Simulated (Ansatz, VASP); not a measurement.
## ZrMo3 in VASP and in Ansatz

```xyz
8
Lattice="5.1908 0.0000 0.0000 0.0000 5.1908 0.0000 0.0000 0.0000 5.1908" Properties=species:S:1:pos:R:3 pbc="T T T"
Zr    0.0000    0.0000    0.0000
Zr    2.5954    2.5954    2.5954
Mo    1.2977    0.0000    2.5954
Mo    2.5954    3.8931    0.0000
Mo    3.8931    0.0000    2.5954
Mo    2.5954    1.2977    0.0000
Mo    0.0000    2.5954    3.8931
Mo    0.0000    2.5954    1.2977
```

Alike in both runs: functional PBE; k mesh 8 × 8 × 8; occupations gaussian, width 0.1 eV; no spin polarisation.

Ansatz relaxed the structure, and its values are those at the end. VASP's run is a single point on that final structure, the one shown.

```csv
,VASP,Ansatz
version,VASP 6.6.1,Ansatz 0.2.0
potentials or method,"VASP PAW PBE potentials, release 64 (Zr_sv, Mo_sv), cutoff 520 eV","scalar-relativistic, plane waves, PAW"
valence electrons in the cell,108,108
```

|  | VASP | Ansatz | Ansatz less VASP |
| --- | --- | --- | --- |
| gap on the k mesh at the Fermi level (eV) | none | none | - |
| pressure (GPa) | 0.3 | 0.0 | -0.27 |

A gap of «none» marks a metal or a gap that the smearing closes.
